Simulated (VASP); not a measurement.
# Si (I4_1/amd) in VASP: further runs

Runs on Si. Level: PBE. Tasks: relaxation of shape and atoms at fixed volume, single point.

Program: VASP 6.6.1. These are calculated values, not measurements. Logs are shortened: lines on timing, memory, paths and dates and some standing lists are left out, and cuts for length are marked.

**1. The cell of the first run**

The typed cell holds 4 atoms: a = 3.748 Å, b = 3.748 Å, c = 6.492 Å, α = 73.23°, β = 73.23°, γ = 60.00°.

**2. Relaxation of shape and atoms at fixed volume, PBE (volume scaled by 0.91)**

File INCAR:

```
SYSTEM = Si
PREC     = Accurate       ! precision mode
ENCUT    = 600            ! plane-wave cutoff, eV
EDIFF    = 1E-7           ! SCF threshold, eV
ISMEAR   = 0              ! smearing method
SIGMA    = 0.02           ! smearing width, eV
LREAL    = .False.        ! projectors in reciprocal space
LASPH    = .True.         ! aspherical terms in the spheres
NELM     = 100            ! most SCF steps
ALGO     = Normal         ! electronic algorithm
ISIF     = 4              ! what is computed and relaxed
LWAVE    = .False.        ! write WAVECAR
LCHARG   = .False.        ! write CHGCAR
GGA      = PE             ! functional
IBRION   = 2              ! ionic algorithm
NSW      = 50             ! ionic steps
EDIFFG   = -0.01          ! ionic threshold
```

File KPOINTS:

```
Automatic mesh
0
Gamma
  8 8 4
  0 0 0
```

File POSCAR:

```
Si
1.0
    3.1018158926     -1.8742479588      0.9565986856
    3.1018158926      1.8742479588      0.9565986856
    0.2631914214      0.0000000000      6.4865801481
Si
4
Direct
    0.0625006498      0.5625006498      0.8124996195
    0.4374993502      0.9374993502      0.6875003805
    0.9374993502      0.4374993502      0.1875003805
    0.5625006498      0.0625006498      0.3124996195
```

Potentials or basis: VASP PAW PBE potentials, release 64 (Si).

Started as:

```console
$ cat potpaw_PBE.64/Si/POTCAR > POTCAR
$ mpirun -np 1 vasp_std > vasp.out
```

OUTCAR:

```text
SYSTEM = Si
   PREC = Accurate
   ENCUT = 600
   EDIFF = 1E-7
   ISMEAR = 0
   LREAL = .False.
   LASPH = .True.
   NELM = 100
   ISIF = 4
   GGA = PE
   IBRION = 2
   NSW = 50
   EDIFFG = -0.01

 ion  position               nearest neighbor table
   1  0.063  0.563  0.812-   2 2.30   3 2.30   2 2.30   2 2.30
   2  0.437  0.937  0.688-   1 2.30   4 2.30   1 2.30   1 2.30
   3  0.937  0.437  0.188-   4 2.30   1 2.30   4 2.30   4 2.30
   4  0.563  0.063  0.312-   3 2.30   2 2.30   3 2.30   3 2.30

  LATTYP: Found a base centered monoclinic cell.
 ALAT       =     6.4919466655
 B/A-ratio  =     0.5774070723
 C/A-ratio  =     0.9999954946
 COS(beta)  =    -0.3332018089

  Lattice vectors:

 A1 = (  -3.1018158926,   1.8742479588,  -0.9565986856)
 A2 = (  -3.1018158926,  -1.8742479588,  -0.9565986856)
 A3 = (   0.2631914214,   0.0000000000,   6.4865801481)

Analysis of symmetry for initial positions (statically):
=====================================================================
 Subroutine PRICEL returns following result:

  LATTYP: Found a body centered tetragonal cell.
 ALAT       =     3.7484959176
 C/A-ratio  =     1.4140015059

  Lattice vectors:

 A1 = (  -3.1018158926,  -1.8742479588,  -0.9565986856)
 A2 = (  -0.1315957107,   1.8742479588,  -3.2432900740)
 A3 = (   3.1018158926,  -1.8742479588,   0.9565986856)

   2 primitive cells build up your supercell.

 Routine SETGRP: Setting up the symmetry group for a
 base centered monoclinic supercell.

 Subroutine GETGRP returns: Found  4 space group operations
 (whereof  2 operations were pure point group operations)
 out of a pool of  4 trial point group operations.

The static configuration has the point symmetry S_2 .
 The point group associated with its full space group is C_2h.

Analysis of symmetry for dynamics (positions and initial velocities):
=====================================================================
 Subroutine PRICEL returns following result:

  LATTYP: Found a body centered tetragonal cell.
 ALAT       =     3.7484959176
 C/A-ratio  =     1.4140015059

  Lattice vectors:

 A1 = (  -3.1018158926,  -1.8742479588,  -0.9565986856)
 A2 = (  -0.1315957107,   1.8742479588,  -3.2432900740)
 A3 = (   3.1018158926,  -1.8742479588,   0.9565986856)

   2 primitive cells build up your supercell.

 Routine SETGRP: Setting up the symmetry group for a
 base centered monoclinic supercell.

 Subroutine GETGRP returns: Found  4 space group operations
 (whereof  2 operations were pure point group operations)
 out of a pool of  4 trial point group operations.

The dynamic configuration has the point symmetry S_2 .
 The point group associated with its full space group is C_2h.

 Subroutine INISYM returns: Found  4 space group operations
 (whereof  2 operations are pure point group operations),
 and found     2 'primitive' translations

----------------------------------------------------------------------------------------

                                     Primitive cell

  volume of cell :      37.2383

  direct lattice vectors                    reciprocal lattice vectors
    -3.101815893 -1.874247959 -0.956598686    -0.115091823 -0.266773667 -0.149494618
    -0.131595711  1.874247959 -3.243290074     0.096293437  0.000000000 -0.312235964
     3.101815893 -1.874247959  0.956598686     0.211385260 -0.266773667 -0.162741346

  length of vectors
     3.748219349  3.748206684  3.748219349     0.326746014  0.326747186  0.377275315

  position of ions in fractional coordinates (direct lattice)
     0.624999731  0.375000761  0.250001030
     0.375000269  0.624999239  0.749998970

  ion indices of the primitive-cell ions
   primitive index   ion index
                 1           1
                 2           3

----------------------------------------------------------------------------------------

 KPOINTS: Automatic mesh

Automatic generation of k-mesh.
 Grid dimensions read from file:
 generate k-points for:    8    8    4

 Generating k-lattice:

  Cartesian coordinates                     Fractional coordinates (reciprocal lattice)
     0.020404818 -0.033346708 -0.000827921     0.125000000  0.000000000 -0.000000000
     0.020404818  0.033346708 -0.000827921     0.000000000  0.125000000 -0.000000000
    -0.012036680  0.000000000  0.039029496     0.000000000  0.000000000  0.250000000

  Length of vectors
     0.039103005  0.039103005  0.040843398

  Shift w.r.t. Gamma in fractional coordinates (k-lattice)
     0.000000000  0.000000000  0.000000000

 Subroutine IBZKPT returns following result:
 ===========================================

 Found     78 irreducible k-points:

 Following reciprocal coordinates:
            Coordinates               Weight
  0.000000  0.000000  0.000000      1.000000
  0.125000  0.000000  0.000000      4.000000
  0.250000  0.000000  0.000000      4.000000
  0.375000  0.000000  0.000000      4.000000
  0.500000  0.000000  0.000000      2.000000
  0.125000  0.125000  0.000000      2.000000
[... 16 lines left out ...]
  0.125000  0.000000  0.250000      4.000000
  0.250000  0.000000  0.250000      4.000000
 [... further k-points ...]
   k-points           NKPTS =     78   k-points in BZ     NKDIM =     78   number of bands    NBANDS=     12
   number of dos      NEDOS =    301   number of ions     NIONS =      4
   total plane-waves  NPLWV =  48600
   dimension x,y,z NGX =    30 NGY =   30 NGZ =   54
   dimension x,y,z NGXF=    60 NGYF=   60 NGZF=  108
   ions per type =               4
   NGX,Y,Z   is equivalent  to a cutoff of  13.31, 13.31, 13.83 a.u.
   NGXF,Y,Z  is equivalent  to a cutoff of  26.61, 26.61, 27.66 a.u.
 SYSTEM =  Si
   PREC   = accura    normal or accurate (medium, high low for compatibility)
   ISTART =      0    job   : 0-new  1-cont  2-samecut
   ICHARG =      2    charge: 1-file 2-atom 10-const
   ISPIN  =      1    spin polarized calculation?
   LNONCOLLINEAR =      F non collinear calculations
   LSORBIT =      F    spin-orbit coupling
   LASPH  =      T    aspherical Exc in radial PAW
   ENCUT  =  600.0 eV  44.10 Ry    6.64 a.u.   7.49  7.49 12.97*2*pi/ulx,y,z
   NELM   =    100;   NELMIN=  2; NELMDL= -5     # of ELM steps
   EDIFF  = 0.1E-06   stopping-criterion for ELM
   LREAL  =      F    real-space projection
   EDIFFG = -.1E-01   stopping-criterion for IOM
   NSW    =     50    number of steps for IOM
   IBRION =      2    ionic relax: 0-MD 1-quasi-New 2-CG
   NFREE  =      1    steps in history (QN), initial steepest desc. (CG)
   ISIF   =      4    stress and relaxation
   ISYM   =      2    0-nonsym 1-usesym 2-fastsym
   POTIM  = 0.5000    time-step for ionic-motion
   TEBEG  =    0.0;   TEEND  =   0.0 temperature during run
   PSTRESS=    0.0 pullay stress
   NELECT =      16.0000    total number of electrons
   NUPDOWN=      -1.0000    fix difference up-down
   EMIN   =  10.00;   EMAX   =-10.00  energy-range for DOS
   EFERMI =   0.00;   METHOD = LEGACY
   ISMEAR =     0;   SIGMA  =   0.02  broadening in eV -4-tet -1-fermi 0-gaus
   EFERMI_NEDOS =   21; number of points for ismear=-14 and -15
   IALGO  =     38    algorithm
   IMIX   =      4    mixing-type and parameters
     AMIX     =   0.40;   BMIX     =  1.00
     AMIX_MAG =   1.60;   BMIX_MAG =  1.00
  volume/ion in A,a.u.               =      18.62       125.65
  Fermi-wavevector in a.u.,A,eV,Ry     =   0.980486  1.852850 13.080002  0.961353
  Thomas-Fermi vector in A             =   2.111420
   LORBIT       =      0    0 simple, 1 ext, 2 COOP (PROOUT), +10 PAW based schemes
   GGA     = PE    functional components
   LHFCALC =     F    Hartree Fock is set to
   AEXX    =    0.0000 exact exchange contribution
   IVDW    =     0    specifies the selected vdW correction
   LEPSILON=     F    determine dielectric tensor
   LRPA    =     F    only Hartree local field effects (RPA)
 conjugate gradient relaxation of ions
 non-spin polarized calculation
 Gauss-broadening in eV      SIGMA  =   0.02
  energy-cutoff  :      600.00
  volume of cell :       74.48
 maximum number of plane-waves:      2511
 NGX is ok and might be reduce to    30
   NGX = 15   NGY = 15   NGZ = 25

 number of electron      16.0000000 magnetization

 Free energy of the ion-electron system (eV)
  ---------------------------------------------------
  ext. energy  EPLUGINS =         0.00000000
  ---------------------------------------------------
  free energy    TOTEN  =       -21.48246080 eV

  energy without entropy =      -21.48246080  energy(sigma->0) =      -21.48246080

 E-fermi :   6.7098     XC(G=0):  -9.6954

 val. band max:        6.5865982659   @ k =   0.0000   0.0000   0.0000
 cond. band min:       7.0733566516   @ k =  -0.3750  -0.3750   0.2500
 fundamental gap:      0.4867583856
 Fermi energy:         6.7098460316

 k-point     1 :       0.0000    0.0000    0.0000
  band No.  band energies     occupation
      1      -5.8872      2.00000
      2      -3.3655      2.00000
      3      -0.7386      2.00000
      4       5.3245      2.00000
      5       5.3260      2.00000
      6       6.5854      2.00000
      7       6.5856      2.00000
      8       6.5866      2.00000
      9       8.3833      0.00000
     10       9.1770      0.00000
     11       9.1774      0.00000
     12       9.1776      0.00000

 k-point     2 :       0.1250    0.0000    0.0000
  band No.  band energies     occupation
      1      -5.6877      2.00000
      2      -3.2026      2.00000
      3      -0.5880      2.00000
      4       4.0558      2.00000
      5       5.0547      2.00000
      6       5.3015      2.00000
      7       6.0218      2.00000
      8       6.2263      2.00000
      9       8.9446      0.00000
     10       9.0084      0.00000
     11       9.7576      0.00000
     12       9.9474      0.00000
[... 316 lines left out ...]
 k-point    24 :       0.2500    0.0000    0.2500
  band No.  band energies     occupation
      1      -5.0345      2.00000
      2      -2.9757      2.00000
      3      -0.0022      2.00000
      4       2.5157      2.00000
      5       2.8118      2.00000
      6       4.2320      2.00000
      7       5.7794      2.00000
      8       5.7805      2.00000
      9       8.0193      0.00000
     10       8.8610      0.00000
     11      10.1454      0.00000
     12      10.1460      0.00000

 [... further k-points ...]

------------------------ aborting loop because EDIFF is reached ----------------------------------------

  FORCE on cell =-STRESS in cart. coord.  units (eV):
  Direction    XX          YY          ZZ          XY          YZ          ZX
  --------------------------------------------------------------------------------------
  -------------------------------------------------------------------------------------
  Total        4.7273724      4.7266312      4.7019950      0.0000000      0.0000000      0.0113857
  in kB      101.6974982    101.6815537    101.1515677      0.0000000      0.0000000      0.2449352
  external PRESSURE =     101.5102065 kB  Pullay stress =       0.0000000 kB

 VOLUME and BASIS-vectors are now :
 -----------------------------------------------------------------------------
  energy-cutoff  :      600.00
  volume of cell :       74.48
      direct lattice vectors                 reciprocal lattice vectors
     3.101815893 -1.874247959  0.956598686     0.163238541 -0.266773667 -0.006623364
     3.101815893  1.874247959  0.956598686     0.163238541  0.266773667 -0.006623364
     0.263191421  0.000000000  6.486580148    -0.048146718  0.000000000  0.156117982

 POSITION                                       TOTAL-FORCE (eV/Angst)
 -----------------------------------------------------------------------------------
      2.15248      0.93712      5.86822         0.000692      0.000000     -0.000206
      4.44594      0.93712      5.77485        -0.000692      0.000000      0.000206
      4.31434     -0.93712      2.53156        -0.000692      0.000000      0.000206
      2.02089     -0.93712      2.62493         0.000692      0.000000     -0.000206
 -----------------------------------------------------------------------------------
    total drift:                               -0.000000      0.000000     -0.000000

  FREE ENERGIE OF THE ION-ELECTRON SYSTEM (eV)
  ---------------------------------------------------
  free  energy   TOTEN  =       -21.4824608045 eV

  energy  without entropy=      -21.4824608045  energy(sigma->0) =      -21.48246080

 reached required accuracy - stopping structural energy minimisation
```

Wall time 79 s (1 thread of AMD EPYC 7R43 (Zen 3), shared host); peak memory 0.2 GiB.

What came out:

```yaml
Free_energy: -21.4825 eV
Pressure_after_relaxing: 10.2 GPa
Band_gap_on_the_k_mesh: 0.49 eV
```

Final structure:
```yaml
crystal:
  lattice:
    - [3.10182, -1.87425, 0.95660]
    - [3.10182, 1.87425, 0.95660]
    - [0.26319, 0.00000, 6.48658]
  atoms:
    - { symbol: Si, position: [0.06250, 0.56250, 0.81250] }
    - { symbol: Si, position: [0.43750, 0.93750, 0.68750] }
    - { symbol: Si, position: [0.93750, 0.43750, 0.18750] }
    - { symbol: Si, position: [0.56250, 0.06250, 0.31250] }
```

Levels at points of the mesh, in eV from the valence-band top:
```csv
k point,band 4,band 5,band 6,band 7,band 8,band 9,band 10,band 11,band 12
"(0.00, 0.00, 0.00)",-1.26,-1.26,0.00,0.00,0.00,1.80,2.59,2.59,2.59
"(0.50, 0.00, 0.00)",-6.59,-3.77,-3.77,-2.35,-2.35,1.43,1.43,4.49,4.49
"(0.50, 0.50, 0.00)",-7.33,-3.05,-3.05,-1.26,-1.26,0.55,0.55,1.80,3.30
"(0.00, 0.00, 0.50)",-4.07,-0.81,-0.81,-0.81,-0.81,2.27,2.27,3.56,3.56
"(0.50, 0.00, 0.50)",-7.33,-3.05,-3.05,-1.26,-1.26,0.55,0.56,1.80,3.30
"(0.50, 0.50, 0.50)",-6.59,-3.77,-3.77,-2.36,-2.36,1.43,1.43,4.48,4.48
```

Caveat: the cell differs from its parent crystal (volume scaled by 0.91); the relaxation stopped at its first step, so nothing moved. A k mesh can miss the band edges.

**3. Single point, PBE**

This run uses another cell than the first one, of 20.46 Å³/atom, 1.099 times its volume.

File INCAR:

```
SYSTEM = Si
  PREC = Accurate
  ENCUT = 520
  EDIFF = 1E-6
  ISMEAR = 0
  SIGMA = 0.1
  LREAL = .FALSE.
  LASPH = .TRUE.
  NELM = 80
  ALGO = Normal
  ISIF = 2
  LWAVE = .FALSE.
  LCHARG = .FALSE.
  GGA = PE
  NBANDS = 16
```

File KPOINTS:

```
Automatic mesh
0
G
  14 14 8
  0 0 0
```

File POSCAR:

```
Si
1.0
    3.2008762645     -1.9341044126      0.9871488616
    3.2008762645      1.9341044126      0.9871488616
    0.2715967688      0.0000000000      6.6937372018
Si
4
Direct
    0.0625018192      0.5624994803      0.8124996195
    0.4375005197      0.9374981808      0.6875003805
    0.9374981808      0.4375005197      0.1875003805
    0.5624994803      0.0625018192      0.3124996195
```

Potentials or basis: VASP PAW PBE potentials, release 64 (Si).

Started as:

```console
$ cat potpaw_PBE.64/Si/POTCAR > POTCAR
$ mpirun -np 1 vasp_std > vasp.out
```

Wall time 3.5 min (1 thread of Intel Xeon 6975P-C (Granite Rapids), shared host); peak memory 0.49 GiB.

Results (log left out):

| Quantity | Value |
| --- | --- |
| Free energy | -21.6998 eV |
| Pressure | -0.1 GPa |
| Band gap on the k mesh | 0.62 eV |

Levels at points of the mesh, in eV from the valence-band top:
| k point | band 6 | band 7 | band 8 | band 9 | band 10 | band 11 |
| --- | --- | --- | --- | --- | --- | --- |
| (0.00, 0.00, 0.00) | 0.00 | 0.00 | 0.00 | 1.46 | 2.56 | 2.56 |
| (0.50, 0.00, 0.00) | -3.46 | -2.16 | -2.16 | 1.54 | 1.54 | 4.43 |
| (0.50, 0.50, 0.00) | -2.79 | -1.18 | -1.18 | 0.75 | 0.75 | 1.46 |
| (0.00, 0.00, 0.50) | -0.75 | -0.74 | -0.74 | 1.96 | 1.96 | 3.49 |
| (0.50, 0.00, 0.50) | -2.79 | -1.18 | -1.18 | 0.75 | 0.75 | 1.46 |
| (0.50, 0.50, 0.50) | -3.46 | -2.16 | -2.16 | 1.54 | 1.54 | 4.43 |
